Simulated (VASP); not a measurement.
# IrO2 (sol) (P4_2/mnm) in VASP: a series of runs, part 2 of 2

VASP 6.6.1. Earlier steps stand in the parts before.

## (4) Single point, PBEsol

This run uses another cell than the first one, of 10.68 Å³/atom, 1.017 times its volume.

File INCAR:

```
PREC = Accurate
ENCUT = 600
EDIFF = 1E-6
ISMEAR = 0
SIGMA = 0.1
LREAL = F
LASPH = T
NELM = 120
ALGO = Normal
ISIF = 2
LWAVE = F
LCHARG = T
GGA = PS
LELF = T
LVHAR = T
NBANDS = 30
GGA_COMPAT = F
```

File KPOINTS:

```
regular mesh
0
Gamma
  4 4 6
```

File POSCAR:

```
IrO2
1.0
    4.5051000000      0.0000000000      0.0000000000
    0.0000000000      4.5051000000      0.0000000000
    0.0000000000      0.0000000000      3.1586000000
Ir O
2 4
Direct
    0.0000000000      0.0000000000      0.0000000000
    0.5000000000      0.5000000000      0.5000000000
    0.3077000000      0.3077000000      0.0000000000
    0.1923000000      0.8077000000      0.5000000000
    0.6923000000      0.6923000000      0.0000000000
    0.8077000000      0.1923000000      0.5000000000
```

Potentials or basis: VASP PAW PBE potentials, release 64 (Ir, O).

The run is started by

```
$ cat potpaw_PBE.64/Ir/POTCAR potpaw_PBE.64/O/POTCAR > POTCAR
$ mpirun -np 1 vasp_std > vasp.out
```

OUTCAR:

```text
PREC = Accurate
   ENCUT = 600
   EDIFF = 1E-6
   ISMEAR = 0
   LREAL = F
   LASPH = T
   NELM = 120
   ISIF = 2
   GGA = PS

 ion  position               nearest neighbor table
   1  0.000  0.000  0.000-   3 1.96   5 1.96   4 2.00   6 2.00   4 2.00   6 2.00
   2  0.500  0.500  0.500-   4 1.96   6 1.96   5 2.00   3 2.00   3 2.00   5 2.00
   3  0.308  0.308  0.000-   1 1.96   2 2.00   2 2.00
   4  0.192  0.808  0.500-   2 1.96   1 2.00   1 2.00
   5  0.692  0.692  0.000-   1 1.96   2 2.00   2 2.00
   6  0.808  0.192  0.500-   2 1.96   1 2.00   1 2.00

  LATTYP: Found a simple tetragonal cell.
 ALAT       =     4.5051000000
 C/A-ratio  =     0.7011165124

  Lattice vectors:

 A1 = (   4.5051000000,   0.0000000000,   0.0000000000)
 A2 = (   0.0000000000,   4.5051000000,   0.0000000000)
 A3 = (   0.0000000000,   0.0000000000,   3.1586000000)

Analysis of symmetry for initial positions (statically):
=====================================================================
 Subroutine PRICEL returns:
 Original cell was already a primitive cell.

 Routine SETGRP: Setting up the symmetry group for a
 simple tetragonal supercell.

 Subroutine GETGRP returns: Found 16 space group operations
 (whereof  8 operations were pure point group operations)
 out of a pool of 16 trial point group operations.

The static configuration has the point symmetry D_2h.
 The point group associated with its full space group is D_4h.

Analysis of symmetry for dynamics (positions and initial velocities):
=====================================================================
 Subroutine PRICEL returns:
 Original cell was already a primitive cell.

 Routine SETGRP: Setting up the symmetry group for a
 simple tetragonal supercell.

 Subroutine GETGRP returns: Found 16 space group operations
 (whereof  8 operations were pure point group operations)
 out of a pool of 16 trial point group operations.

The dynamic configuration has the point symmetry D_2h.
 The point group associated with its full space group is D_4h.

 Subroutine INISYM returns: Found 16 space group operations
 (whereof  8 operations are pure point group operations),
 and found     1 'primitive' translations

----------------------------------------------------------------------------------------

                                     Primitive cell

  volume of cell :      64.1067

  direct lattice vectors                    reciprocal lattice vectors
     4.505100000  0.000000000  0.000000000     0.221970655  0.000000000  0.000000000
     0.000000000  4.505100000  0.000000000     0.000000000  0.221970655  0.000000000
     0.000000000  0.000000000  3.158600000     0.000000000  0.000000000  0.316595960

  length of vectors
     4.505100000  4.505100000  3.158600000     0.221970655  0.221970655  0.316595960

  position of ions in fractional coordinates (direct lattice)
     0.000000000  0.000000000  0.000000000
     0.500000000  0.500000000  0.500000000
     0.307700000  0.307700000  0.000000000
     0.192300000  0.807700000  0.500000000
     0.692300000  0.692300000  0.000000000
     0.807700000  0.192300000  0.500000000

  ion indices of the primitive-cell ions
   primitive index   ion index
                 1           1
                 2           2
[... 32 lines left out ...]
            Coordinates               Weight
  0.000000  0.000000  0.000000      1.000000
  0.250000  0.000000  0.000000      4.000000
  0.500000  0.000000  0.000000      2.000000
  0.250000  0.250000  0.000000      4.000000
  0.500000  0.250000  0.000000      4.000000
  0.500000  0.500000  0.000000      1.000000
[... 16 lines left out ...]
  0.500000  0.250000  0.500000      4.000000
  0.500000  0.500000  0.500000      1.000000
   k-points           NKPTS =     24   k-points in BZ     NKDIM =     24   number of bands    NBANDS=     30
   number of dos      NEDOS =    301   number of ions     NIONS =      6
   total plane-waves  NPLWV =  36288
   dimension x,y,z NGX =    36 NGY =   36 NGZ =   28
   dimension x,y,z NGXF=    72 NGYF=   72 NGZF=   56
   ions per type =               2   4
   NGX,Y,Z   is equivalent  to a cutoff of  13.28, 13.28, 14.74 a.u.
   NGXF,Y,Z  is equivalent  to a cutoff of  26.57, 26.57, 29.47 a.u.
 SYSTEM =  unknown system
   PREC   = accura    normal or accurate (medium, high low for compatibility)
   ISTART =      0    job   : 0-new  1-cont  2-samecut
   ICHARG =      2    charge: 1-file 2-atom 10-const
   ISPIN  =      1    spin polarized calculation?
   LNONCOLLINEAR =      F non collinear calculations
   LSORBIT =      F    spin-orbit coupling
   LASPH  =      T    aspherical Exc in radial PAW
   ENCUT  =  600.0 eV  44.10 Ry    6.64 a.u.   9.00  9.00  6.31*2*pi/ulx,y,z
   NELM   =    120;   NELMIN=  2; NELMDL= -5     # of ELM steps
   EDIFF  = 0.1E-05   stopping-criterion for ELM
   LREAL  =      F    real-space projection
   EDIFFG = 0.1E-04   stopping-criterion for IOM
   NSW    =      0    number of steps for IOM
   IBRION =     -1    ionic relax: 0-MD 1-quasi-New 2-CG
   NFREE  =      0    steps in history (QN), initial steepest desc. (CG)
   ISIF   =      2    stress and relaxation
   ISYM   =      2    0-nonsym 1-usesym 2-fastsym
   POTIM  = 0.5000    time-step for ionic-motion
   TEBEG  =    0.0;   TEEND  =   0.0 temperature during run
   PSTRESS=    0.0 pullay stress
   NELECT =      42.0000    total number of electrons
   NUPDOWN=      -1.0000    fix difference up-down
   EMIN   =  10.00;   EMAX   =-10.00  energy-range for DOS
   EFERMI =   0.00;   METHOD = LEGACY
   ISMEAR =     0;   SIGMA  =   0.10  broadening in eV -4-tet -1-fermi 0-gaus
   EFERMI_NEDOS =   21; number of points for ismear=-14 and -15
   IALGO  =     38    algorithm
   IMIX   =      4    mixing-type and parameters
     AMIX     =   0.40;   BMIX     =  1.00
     AMIX_MAG =   1.60;   BMIX_MAG =  1.00
  volume/ion in A,a.u.               =      10.68        72.10
  Fermi-wavevector in a.u.,A,eV,Ry     =   1.421860  2.686925 27.506696  2.021685
  Thomas-Fermi vector in A             =   2.542625
   LORBIT       =      0    0 simple, 1 ext, 2 COOP (PROOUT), +10 PAW based schemes
   GGA     = PS    functional components
   LHFCALC =     F    Hartree Fock is set to
   AEXX    =    0.0000 exact exchange contribution
   IVDW    =     0    specifies the selected vdW correction
   LEPSILON=     F    determine dielectric tensor
   LRPA    =     F    only Hartree local field effects (RPA)
 non-spin polarized calculation
 Gauss-broadening in eV      SIGMA  =   0.10
  energy-cutoff  :      600.00
  volume of cell :       64.11
 maximum number of plane-waves:      2168
 NGX is ok and might be reduce to    36
   NGX = 17   NGY = 17   NGZ = 13

 number of electron      41.9999996 magnetization

 Free energy of the ion-electron system (eV)
  ---------------------------------------------------
  ext. energy  EPLUGINS =         0.00000000
  ---------------------------------------------------
  free energy    TOTEN  =       -45.56331528 eV

  energy without entropy =      -45.54484103  energy(sigma->0) =      -45.55407815

 E-fermi :   6.0294     XC(G=0): -12.2616

 val. band max:        5.9787522954   @ k =   0.5000   0.2500   0.3333
 cond. band min:       6.0526459891   @ k =   0.5000   0.2500   0.0000
 fundamental gap:      0.0738936938
 Fermi energy:         6.0293922227

 k-point     1 :       0.0000    0.0000    0.0000
  band No.  band energies     occupation
      1     -15.1326      2.00000
      2     -13.8973      2.00000
      3     -12.8213      2.00000
      4     -12.8213      2.00000
      5      -3.8759      2.00000
      6      -3.6210      2.00000
[... 781 lines left out ...]
     29      15.7390      0.00000
     30      15.7390      0.00000

------------------------ aborting loop because EDIFF is reached ----------------------------------------

  FORCE on cell =-STRESS in cart. coord.  units (eV):
  Direction    XX          YY          ZZ          XY          YZ          ZX
  --------------------------------------------------------------------------------------
  -------------------------------------------------------------------------------------
  Total       -0.9107947     -0.9107947     -0.6189606      0.0000000      0.0000000      0.0000000
  in kB      -22.7628990    -22.7628990    -15.4692794      0.0000000      0.0000000      0.0000000
  external PRESSURE =     -20.3316925 kB  Pullay stress =       0.0000000 kB

 VOLUME and BASIS-vectors are now :
 -----------------------------------------------------------------------------
  energy-cutoff  :      600.00
  volume of cell :       64.11
      direct lattice vectors                 reciprocal lattice vectors
     4.505100000  0.000000000  0.000000000     0.221970655  0.000000000  0.000000000
     0.000000000  4.505100000  0.000000000     0.000000000  0.221970655  0.000000000
     0.000000000  0.000000000  3.158600000     0.000000000  0.000000000  0.316595960

 POSITION                                       TOTAL-FORCE (eV/Angst)
 -----------------------------------------------------------------------------------
      0.00000      0.00000      0.00000         0.000000      0.000000      0.000000
      2.25255      2.25255      1.57930         0.000000      0.000000      0.000000
      1.38622      1.38622      0.00000         0.119854      0.119854     -0.000000
      0.86633      3.63877      1.57930        -0.119854      0.119854      0.000000
      3.11888      3.11888      0.00000        -0.119854     -0.119854      0.000000
      3.63877      0.86633      1.57930         0.119854     -0.119854      0.000000
 -----------------------------------------------------------------------------------
    total drift:                                0.000000      0.000000     -0.000000

  FREE ENERGIE OF THE ION-ELECTRON SYSTEM (eV)
  ---------------------------------------------------
  free  energy   TOTEN  =       -45.5633152783 eV

  energy  without entropy=      -45.5448410299  energy(sigma->0) =      -45.55407815
```

stdout:

```text
POSCAR found type information on POSCAR IrO
 POSCAR found :  2 types and       6 ions
 scaLAPACK will be used
 -----------------------------------------------------------------------------
|                                                                             |
|                                                                             |
|     You enforced a specific xc type in the INCAR file but a different       |
|     I HOPE YOU KNOW WHAT YOU ARE DOING!                                     |
|                                                                             |
 -----------------------------------------------------------------------------

 LDA part: xc-table for (Slater+PW92), standard interpolation
 POSCAR, INCAR and KPOINTS ok, starting setup
 FFT: planning ... GRIDC
 FFT: planning ... GRID_SOFT
 FFT: planning ... GRID
 WAVECAR not read
 entering main loop
```

It took 38 s on 1 thread of Intel Xeon Platinum 8488C (Sapphire Rapids), shared host; peak memory 0.21 GiB.

Results:

```yaml
Free_energy: -45.5633 eV
Pressure: -2.0 GPa
Largest_force: 0.169 eV/Å
Band_gap_on_the_k_mesh: zero (band 21 reaches 6.59 eV, above the bottom of band 22 at 5.26 eV)
```

Forces on the atoms (eV/Å):
```
Ir   0.000  0.000  0.000
Ir   0.000  0.000  0.000
O    0.120  0.120  0.000
O   -0.120  0.120  0.000
O   -0.120 -0.120  0.000
O    0.120 -0.120  0.000
```

Caveat: the PAW data sets were made with another functional, which shifts forces and pressure a little; spin-orbit coupling is left out, which moves the levels of the heavy elements.

## (5) Overview

```tsv
task	cell	k mesh	gap on the mesh (eV)	pressure (GPa)	largest force (eV/Å)
single point	a = 4.472, b = 4.472, c = 3.154 Å, 6 atoms	8 × 8 × 12	none	2.8	0.01
relaxation of cell and atoms	relaxed from a = 4.505, b = 4.505, c = 3.159 Å, 6 atoms	8 × 8 × 12	none	0.0	-
single point	a = 4.505, b = 4.505, c = 3.159 Å, 6 atoms	4 × 4 × 6	none	-2.0	0.17
```

Alike in all rows: level PBEsol; potentials or basis VASP PAW PBE potentials, release 64 (Ir, O); no spin polarisation; cutoff (eV) 600; smearing gaussian 0.1 eV.

Caveats: the PAW data sets were made with another functional, which shifts forces and pressure a little; spin-orbit coupling is left out, which moves the levels of the heavy elements.

Absolute energies hang on the potentials; compare differences alone.
